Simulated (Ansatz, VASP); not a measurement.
NbP: VASP beside Ansatz

INCAR

```
SYSTEM = NbP
ALGO = Normal ; EDIFF = 1E-6
ENCUT = 520 ; GGA = PS
ISIF = 2 ; ISMEAR = -1
LASPH = .True. ; LCHARG = .False.
LDAU = .True. ; LDAUJ = 0 0
LDAUL = 2 -1 ; LDAUPRINT = 1
LDAUTYPE = 2 ; LDAUU = 4 0
LMAXMIX = 4 ; LREAL = .False.
LWAVE = .False. ; NBANDS = 26
NELM = 150 ; PREC = Accurate
SIGMA = 0.05
```

The input KPOINTS:

```
k-points
0
Gamma
  11 11 11
  0 0 0
```

The input POSCAR:

```
NbP
1.0
   -1.6749232544      1.6749232544      5.7401081759
    1.6749232544     -1.6749232544      5.7401081759
    1.6749232544      1.6749232544     -5.7401081759
Nb P
2 2
Direct
    0.2498808000      0.7498808000      0.5000000000
    0.4998808000      0.4998808000      0.0000000000
    0.8327477700      0.3327477700      0.5000000000
    0.0827477700      0.0827477700      0.0000000000
```

input.yaml

```yaml
crystal:
  lattice:
    - [-1.6749232544, 1.6749232544, 5.7401081759]
    - [1.6749232544, -1.6749232544, 5.7401081759]
    - [1.6749232544, 1.6749232544, -5.7401081759]
  atoms:
    - { symbol: Nb, position: [0.2498808, 0.7498808, 0.5] }
    - { symbol: Nb, position: [0.4998808, 0.4998808, 0.0] }
    - { symbol: P, position: [0.83274777, 0.33274777, 0.5] }
    - { symbol: P, position: [0.08274777, 0.08274777, 0.0] }
kpoints:
  mp_grid: { grid: [11, 11, 11] }
scf:
  occupations: { method: fermi_dirac, width: 0.05 }
hamiltonian:
  xc: pbesol
  pseudopotentials: { kind: all_electron, lapw: { basis_error: 0.002 } }
  hubbard:
    sites: [{ species: Nb, l: d, u_eff: 4 }]
    double_counting: fll
    projectors: ortho-atomic
output:
  forces: true
  stress: true
  eigenvalues: true
  dos: { projected: false, de: 0.1, e_range: [-10, 10] }
```

Alike in both runs: functional PBEsol; k mesh 11 × 11 × 11; occupations fermi-dirac, width 0.05 eV; no spin polarisation; Hubbard terms Nb d U = 4.0 eV.

|  | VASP | Ansatz |
| --- | --- | --- |
| version | VASP 6.6.1 | Ansatz 0.2.0 |
| potentials or method | VASP PAW PBE potentials, release 64 (Nb_sv, P), cutoff 520 eV | all-electron LAPW, scalar-relativistic |
| task | single point | density of states |

Ansatz gave:

```
gap on the k mesh at the Fermi level (eV)                     : none
pressure (GPa)                                                : -4.7
traceless stress, the component that is largest in VASP (GPa) : 0.18
```

Question: Which values does VASP return?

Answer: gap on the k mesh at the Fermi level (eV): none; pressure (GPa): -0.7; traceless stress, the component that is largest in VASP (GPa): -0.46.

VASP's potentials were made for PBE, not for PBEsol. The programs project onto different local orbitals, so the same U acts differently, and such runs can settle in different states. A gap of «none» marks a metal or a gap that the smearing closes. Ansatz ran all-electron here, and VASP with PAW potentials.

Noted on Ansatz's run: U is the effective U less J, on atomic orbitals that reach past the spheres.
